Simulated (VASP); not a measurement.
CaB15N15 (a cell with a defect) (Ca_B-V_N): single point with PBE

The system is CaB15N15 (a cell with a defect) (Ca_B-V_N).

```
CELL_PARAMETERS angstrom
-3.62411 3.62411 -3.62411
3.62411 3.62411 3.62411
3.62411 -3.62411 -3.62411
ATOMIC_POSITIONS crystal
B 0.98480 0.98674 0.96930
B 0.00719 0.25471 0.76010
B 0.00721 0.51083 0.50394
B 0.98490 0.71991 0.23599
B 0.25287 0.00911 0.76015
B 0.25283 0.51083 0.25830
B 0.24705 0.75041 0.99964
B 0.50901 0.00910 0.50395
B 0.50899 0.25472 0.25831
B 0.49707 0.49895 0.00469
B 0.49705 0.75541 0.74815
B 0.71820 0.98678 0.23595
B 0.74852 0.24891 0.99962
B 0.75359 0.49895 0.74818
B 0.74853 0.75041 0.49814
Ca 0.17281 0.17462 0.42392
N 0.99606 0.24834 0.00709
N 0.00776 0.50601 0.75524
N 0.99609 0.75787 0.49757
N 0.24645 0.99794 0.00709
N 0.25373 0.25562 0.79472
N 0.25372 0.54540 0.50482
N 0.24647 0.75789 0.24720
N 0.50412 0.00960 0.75522
N 0.54360 0.25564 0.50485
N 0.50413 0.50601 0.25886
N 0.49335 0.74721 0.99643
N 0.75601 0.99796 0.49756
N 0.75595 0.24835 0.24715
N 0.74533 0.49521 0.99644
N 0.74531 0.74718 0.74442
```

```yaml
Program: VASP 6.6.1
Task: single point
Functional: PBE
Potentials_or_basis: VASP PAW PBE potentials, release 64 (B, Ca_sv, N)
Cutoff: 520 eV
k_mesh: 1 × 1 × 1, shifted
Occupations: gaussian, width 0.01 eV
Spin: no spin polarisation
```

The pressure is 21.3 GPa and the largest force is 0.105 eV/Å. The band gap on the k mesh is 3.16 eV.

Forces in eV/Å, atoms in the order of the input:
```
B    0.009  0.020 -0.016
B    0.013 -0.011  0.016
B    0.016 -0.018  0.015
B    0.020  0.017 -0.013
B   -0.019 -0.015 -0.010
B   -0.016  0.014  0.012
B   -0.002  0.007 -0.006
B   -0.013 -0.019 -0.014
B   -0.013  0.013  0.018
B   -0.009  0.018  0.010
B   -0.009 -0.009 -0.018
B    0.015  0.009 -0.011
B    0.006  0.005  0.002
B    0.018 -0.009  0.010
B    0.005 -0.001 -0.008
Ca  -0.060 -0.062  0.059
N    0.001  0.011  0.005
N   -0.005 -0.012  0.011
N    0.002 -0.006 -0.011
N   -0.002  0.009 -0.004
N    0.043 -0.029 -0.045
N    0.047  0.046  0.030
N   -0.010  0.001 -0.011
N   -0.009 -0.008  0.004
N   -0.032  0.044 -0.047
N   -0.010 -0.005  0.010
N   -0.012  0.001 -0.002
N    0.010 -0.006 -0.002
N    0.011  0.003  0.000
N    0.000  0.003  0.015
N    0.005 -0.013 -0.002
```

Stress tensor (GPa, compression positive):
```
21.26  3.48 -3.47
 3.48 21.26 -3.47
-3.47 -3.47 21.28
```

Levels at points of the mesh, in eV from the valence-band top:
```
           k point  band 61  band 62  band 63  band 64  band 65  band 66  band 67  band 68  band 69  band 70
(0.25, 0.25, 0.25)    -2.19    -1.33    -0.82    -0.82     0.00     3.16     3.16     5.31     5.31     5.86
```

Wall time 56 s on 1 thread of Intel(R) Xeon(R) Platinum 8259CL CPU @ 2.50GHz (Skylake/Cascade Lake), with other jobs on the host, peak memory 0.32 GiB.

Caveat: the k points lie up to 1.23 Å⁻¹ apart.
